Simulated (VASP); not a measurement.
# AlGaN2 (P-4m2) in VASP: single point with r2SCAN

Aim: the single point of AlGaN2 with r2SCAN.

All numbers are computed with VASP 6.6.1; they aren't measurements. Logs are shortened: lines on timing, memory, paths and dates and some standing lists are left out, and cuts for length are marked.

## (1) The cell of the first run

Symmetry: P-4m2, No. 115, tetragonal system. Conventional cell: a = 3.374 Å, b = 3.374 Å, c = 4.422 Å, α = 90.00°, β = 90.00°, γ = 90.00°. Within 2.6 Å of Al (site symmetry -4m2) lie 4 N at 1.99 Å. Within 2.7 Å of Ga (site symmetry -4m2) lie 4 N at 2.04 Å. Within 2.6 Å of N (site symmetry 2mm) lie 2 Al at 1.99 Å and 2 Ga at 2.04 Å.

## (2) Single point, r2SCAN (strain +0.0750 x Voigt [1, 1, 0, 0, 0, 0])

The input, POSCAR:

```
AlGaN2
1.0
    3.3739159071      0.0000000000      0.0000000000
    0.0000000000      3.3739159071      0.0000000000
    0.0000000000      0.0000000000      4.4223567397
Al Ga N
1 1 2
Direct
    0.5000000000      0.5000000000      0.5000000000
    0.0000000000      0.0000000000      0.0000000000
    0.5000000000      0.0000000000      0.7390831718
    0.0000000000      0.5000000000      0.2609168282
```

The input, INCAR.step1:

```
SYSTEM = AlGaN2
ALGO = Normal
EDIFF = 1E-5
ENCUT = 910
GGA = PE
GGA_COMPAT = .FALSE.
ISMEAR = 0
LASPH = .TRUE.
LCHARG = .FALSE.
LREAL = .FALSE.
LWAVE = .TRUE.
NBANDS = 21
NELM = 120
PREC = Accurate
SIGMA = 0.05
```

The input, INCAR.step2:

```
SYSTEM = AlGaN2
ALGO = Normal
EDIFF = 1E-6
ENCUT = 910
GGA_COMPAT = .FALSE.
ISIF = 2
ISMEAR = 0
ISTART = 1
LASPH = .TRUE.
LCHARG = .TRUE.
LELF = .TRUE.
LMIXTAU = .TRUE.
LREAL = .FALSE.
LVHAR = .TRUE.
LWAVE = .FALSE.
METAGGA = R2SCAN
NBANDS = 21
NELM = 120
PREC = Accurate
SIGMA = 0.05
```

The input, KPOINTS:

```
k-points
0
G
  8 8 6
  0 0 0
```

Potentials or basis: VASP PAW PBE potentials, release 64 (Al, Ga_d, N_h).

The run is started by

```console
$ cat potpaw_PBE.64/Al/POTCAR potpaw_PBE.64/Ga_d/POTCAR potpaw_PBE.64/N_h/POTCAR > POTCAR
$ cp INCAR.step1 INCAR
$ mpirun -np 1 vasp_std > vasp.out
$ cp INCAR.step2 INCAR
$ mpirun -np 1 vasp_std > vasp.out
```

OUTCAR:

```text
SYSTEM = AlGaN2
   EDIFF = 1E-6
   ENCUT = 910
   ISIF = 2
   ISMEAR = 0
   ISTART = 1
   LASPH = .TRUE.
   LREAL = .FALSE.
   METAGGA = R2SCAN
   NELM = 120
   PREC = Accurate

 ion  position               nearest neighbor table
   1  0.500  0.500  0.500-   3 1.99   4 1.99   3 1.99   4 1.99
   2  0.000  0.000  0.000-   3 2.04   4 2.04   4 2.04   3 2.04
   3  0.500  0.000  0.739-   1 1.99   1 1.99   2 2.04   2 2.04
   4  0.000  0.500  0.261-   1 1.99   1 1.99   2 2.04   2 2.04

  LATTYP: Found a simple tetragonal cell.
 ALAT       =     3.3739159071
 C/A-ratio  =     1.3107489521

  Lattice vectors:

 A1 = (   3.3739159071,   0.0000000000,   0.0000000000)
 A2 = (   0.0000000000,   3.3739159071,   0.0000000000)
 A3 = (   0.0000000000,   0.0000000000,   4.4223567397)

Analysis of symmetry for initial positions (statically):
=====================================================================
 Subroutine PRICEL returns:
 Original cell was already a primitive cell.

 Routine SETGRP: Setting up the symmetry group for a
 simple tetragonal supercell.

 Subroutine GETGRP returns: Found  8 space group operations
 (whereof  8 operations were pure point group operations)
 out of a pool of 16 trial point group operations.

The static configuration has the point symmetry D_2d.

Analysis of symmetry for dynamics (positions and initial velocities):
=====================================================================
 Subroutine PRICEL returns:
 Original cell was already a primitive cell.

 Routine SETGRP: Setting up the symmetry group for a
 simple tetragonal supercell.

 Subroutine GETGRP returns: Found  8 space group operations
 (whereof  8 operations were pure point group operations)
 out of a pool of 16 trial point group operations.

The dynamic configuration has the point symmetry D_2d.

 Subroutine INISYM returns: Found  8 space group operations
 (whereof  8 operations are pure point group operations),
 and found     1 'primitive' translations

----------------------------------------------------------------------------------------

                                     Primitive cell

  volume of cell :      50.3411

  direct lattice vectors                    reciprocal lattice vectors
     3.373915907  0.000000000  0.000000000     0.296391501  0.000000000  0.000000000
     0.000000000  3.373915907  0.000000000     0.000000000  0.296391501  0.000000000
     0.000000000  0.000000000  4.422356740     0.000000000  0.000000000  0.226123775

  length of vectors
     3.373915907  3.373915907  4.422356740     0.296391501  0.296391501  0.226123775

  position of ions in fractional coordinates (direct lattice)
     0.500000000  0.500000000  0.500000000
     0.000000000  0.000000000  0.000000000
     0.500000000  0.000000000  0.739083172
     0.000000000  0.500000000  0.260916828

  ion indices of the primitive-cell ions
   primitive index   ion index
                 1           1
                 2           2
                 3           3
                 4           4

----------------------------------------------------------------------------------------

 KPOINTS: k-points

Automatic generation of k-mesh.
 Grid dimensions read from file:
 generate k-points for:    8    8    6

 Generating k-lattice:

  Cartesian coordinates                     Fractional coordinates (reciprocal lattice)
     0.037048938  0.000000000  0.000000000     0.125000000  0.000000000  0.000000000
     0.000000000  0.037048938  0.000000000     0.000000000  0.125000000  0.000000000
     0.000000000  0.000000000  0.037687296     0.000000000  0.000000000  0.166666667

  Length of vectors
     0.037048938  0.037048938  0.037687296

  Shift w.r.t. Gamma in fractional coordinates (k-lattice)
     0.000000000  0.000000000  0.000000000

 Subroutine IBZKPT returns following result:
 ===========================================

 Found     60 irreducible k-points:

 Following reciprocal coordinates:
            Coordinates               Weight
  0.000000  0.000000  0.000000      1.000000
  0.125000  0.000000  0.000000      4.000000
  0.250000  0.000000  0.000000      4.000000
  0.375000  0.000000  0.000000      4.000000
  0.500000  0.000000  0.000000      2.000000
  0.125000  0.125000  0.000000      4.000000
[... 16 lines left out ...]
  0.375000  0.125000  0.166667     16.000000
  0.500000  0.125000  0.166667      8.000000
 [... further k-points ...]
   k-points           NKPTS =     60   k-points in BZ     NKDIM =     60   number of bands    NBANDS=     21
   number of dos      NEDOS =    301   number of ions     NIONS =      4
   total plane-waves  NPLWV =  62208
   dimension x,y,z NGX =    36 NGY =   36 NGZ =   48
   dimension x,y,z NGXF=    72 NGYF=   72 NGZF=   96
   ions per type =               1   1   2
   NGX,Y,Z   is equivalent  to a cutoff of  17.74, 17.74, 18.04 a.u.
   NGXF,Y,Z  is equivalent  to a cutoff of  35.48, 35.48, 36.09 a.u.
 SYSTEM =  AlGaN2
   PREC   = accura    normal or accurate (medium, high low for compatibility)
   ISTART =      1    job   : 0-new  1-cont  2-samecut
   ICHARG =      0    charge: 1-file 2-atom 10-const
   ISPIN  =      1    spin polarized calculation?
   LNONCOLLINEAR =      F non collinear calculations
   LSORBIT =      F    spin-orbit coupling
   LASPH  =      T    aspherical Exc in radial PAW
   ENCUT  =  910.0 eV  66.88 Ry    8.18 a.u.   8.30  8.30 10.88*2*pi/ulx,y,z
   NELM   =    120;   NELMIN=  2; NELMDL=  0     # of ELM steps
   EDIFF  = 0.1E-05   stopping-criterion for ELM
   LREAL  =      F    real-space projection
   EDIFFG = 0.1E-04   stopping-criterion for IOM
   NSW    =      0    number of steps for IOM
   IBRION =     -1    ionic relax: 0-MD 1-quasi-New 2-CG
   NFREE  =      0    steps in history (QN), initial steepest desc. (CG)
   ISIF   =      2    stress and relaxation
   ISYM   =      2    0-nonsym 1-usesym 2-fastsym
   POTIM  = 0.5000    time-step for ionic-motion
   TEBEG  =    0.0;   TEEND  =   0.0 temperature during run
   PSTRESS=    0.0 pullay stress
   NELECT =      26.0000    total number of electrons
   NUPDOWN=      -1.0000    fix difference up-down
   EMIN   =  10.00;   EMAX   =-10.00  energy-range for DOS
   EFERMI =   0.00;   METHOD = LEGACY
   ISMEAR =     0;   SIGMA  =   0.05  broadening in eV -4-tet -1-fermi 0-gaus
   EFERMI_NEDOS =   21; number of points for ismear=-14 and -15
   IALGO  =     38    algorithm
   IMIX   =      4    mixing-type and parameters
     AMIX     =   0.40;   BMIX     =  1.00
     AMIX_MAG =   1.60;   BMIX_MAG =  1.00
  volume/ion in A,a.u.               =      12.59        84.93
  Fermi-wavevector in a.u.,A,eV,Ry     =   1.313485  2.482127 23.473361  1.725243
  Thomas-Fermi vector in A             =   2.443805
   LORBIT       =      0    0 simple, 1 ext, 2 COOP (PROOUT), +10 PAW based schemes
   METAGGA = R2SCAN    functional components
   LHFCALC =     F    Hartree Fock is set to
   AEXX    =    0.0000 exact exchange contribution
   IVDW    =     0    specifies the selected vdW correction
   LEPSILON=     F    determine dielectric tensor
   LRPA    =     F    only Hartree local field effects (RPA)
 non-spin polarized calculation
 Gauss-broadening in eV      SIGMA  =   0.05
  energy-cutoff  :      910.00
  volume of cell :       50.34
 maximum number of plane-waves:      3168
 NGX is ok and might be reduce to    36
   NGX = 17   NGY = 17   NGZ = 21

 number of electron      26.0000003 magnetization

 Free energy of the ion-electron system (eV)
  ---------------------------------------------------
  ext. energy  EPLUGINS =         0.00000000
  ---------------------------------------------------
  free energy    TOTEN  =       -40.48239062 eV

  energy without entropy =      -40.48239062  energy(sigma->0) =      -40.48239062

 E-fermi :   4.5437     XC(G=0): -11.3376

 val. band max:        4.3416969743   @ k =   0.0000   0.0000   0.0000
 cond. band min:       6.5784204842   @ k =   0.0000   0.0000   0.0000
 fundamental gap:      2.2367235100
 Fermi energy:         4.5436791411

 k-point     1 :       0.0000    0.0000    0.0000
  band No.  band energies     occupation
      1     -11.0129      2.00000
      2     -10.0012      2.00000
      3      -9.1463      2.00000
      4      -9.1463      2.00000
      5      -9.0925      2.00000
      6      -8.9784      2.00000
[... 13 lines left out ...]
     20      17.3184      0.00000
     21      18.3634      0.00000

 k-point     2 :       0.1250    0.0000    0.0000
  band No.  band energies     occupation
      1     -10.9136      2.00000
      2     -10.0022      2.00000
      3      -9.1449      2.00000
      4      -9.1308      2.00000
      5      -9.0835      2.00000
      6      -8.9846      2.00000
[... 13 lines left out ...]
     20      17.1303      0.00000
     21      17.9387      0.00000

 k-point     3 :       0.2500    0.0000    0.0000
  band No.  band energies     occupation
      1     -10.6566      2.00000
      2     -10.0126      2.00000
      3      -9.1415      2.00000
      4      -9.0902      2.00000
      5      -9.0206      2.00000
      6      -8.9998      2.00000
[... 13 lines left out ...]
     20      16.5215      0.00000
     21      17.0987      0.00000
[... 457 lines left out ...]
 k-point    23 :       0.3750    0.1250    0.1667
  band No.  band energies     occupation
      1     -10.3005      2.00000
      2     -10.0289      2.00000
      3      -9.1378      2.00000
      4      -9.0523      2.00000
      5      -9.0253      2.00000
      6      -8.7085      2.00000
[... 13 lines left out ...]
     20      16.2930      0.00000
     21      16.5596      0.00000

 k-point    24 :       0.5000    0.1250    0.1667
  band No.  band energies     occupation
      1     -10.1940      2.00000
      2     -10.0558      2.00000
      3      -9.1345      2.00000
      4      -9.0464      2.00000
      5      -9.0317      2.00000
      6      -8.4410      2.00000
[... 13 lines left out ...]
     20      16.1666      0.00000
     21      16.3438      0.00000

 [... further k-points ...]

------------------------ aborting loop because EDIFF is reached ----------------------------------------

  FORCE on cell =-STRESS in cart. coord.  units (eV):
  Direction    XX          YY          ZZ          XY          YZ          ZX
  --------------------------------------------------------------------------------------
  -------------------------------------------------------------------------------------
  Total       -7.9167444     -7.9167444     -5.0063821      0.0000000      0.0000000      0.0000000
  in kB     -251.9619285   -251.9619285   -159.3354060      0.0000000      0.0000000      0.0000000
  external PRESSURE =    -221.0864210 kB  Pullay stress =       0.0000000 kB

 VOLUME and BASIS-vectors are now :
 -----------------------------------------------------------------------------
  energy-cutoff  :      910.00
  volume of cell :       50.34
      direct lattice vectors                 reciprocal lattice vectors
     3.373915907  0.000000000  0.000000000     0.296391501  0.000000000  0.000000000
     0.000000000  3.373915907  0.000000000     0.000000000  0.296391501  0.000000000
     0.000000000  0.000000000  4.422356740     0.000000000  0.000000000  0.226123775

 POSITION                                       TOTAL-FORCE (eV/Angst)
 -----------------------------------------------------------------------------------
      1.68696      1.68696      2.21118         0.000000      0.000000      0.000000
      0.00000      0.00000      0.00000         0.000000     -0.000000      0.000000
      1.68696      0.00000      3.26849         0.000000     -0.000000     -0.161819
      0.00000      1.68696      1.15387         0.000000     -0.000000      0.161819
 -----------------------------------------------------------------------------------
    total drift:                                0.000000     -0.000000     -0.000000

  FREE ENERGIE OF THE ION-ELECTRON SYSTEM (eV)
  ---------------------------------------------------
  free  energy   TOTEN  =       -40.4823906211 eV

  energy  without entropy=      -40.4823906211  energy(sigma->0) =      -40.48239062
```

Wall time 4.2 min (1 thread of Intel Xeon Platinum 8488C (Sapphire Rapids), shared host); peak memory 0.35 GiB.

What came out:

```yaml
Free_energy: -40.4824 eV
Pressure: -22.1 GPa
Largest_force: 0.162 eV/Å
Band_gap_on_the_k_mesh: 2.24 eV
```

Forces on the atoms (eV/Å):
```
Al   0.000  0.000  0.000
Ga   0.000  0.000  0.000
N    0.000  0.000 -0.162
N    0.000  0.000  0.162
```

Levels at points of the mesh, in eV from the valence-band top:
```tsv
k point	band 11	band 12	band 13	band 14	band 15	band 16
(0.00, 0.00, 0.00)	-0.11	-0.11	0.00	2.24	3.72	6.68
(0.50, 0.00, 0.00)	-2.29	-1.20	-0.89	6.26	7.14	7.56
(0.50, 0.50, 0.00)	-1.84	-1.84	-1.80	3.85	3.85	6.47
(0.00, 0.00, 0.50)	-1.62	-1.13	-1.13	5.24	5.32	7.29
(0.50, 0.00, 0.50)	-0.76	-0.61	-0.30	4.55	6.01	9.11
(0.50, 0.50, 0.50)	-2.96	-2.79	-2.79	6.80	6.80	8.12
```

Caveat: the cell differs from its parent crystal (strain +0.0750 x Voigt [1, 1, 0, 0, 0, 0]); the stress differs along the axes, from -25 to -16 GPa; the PAW data sets were made with another functional, which shifts forces and pressure a little.
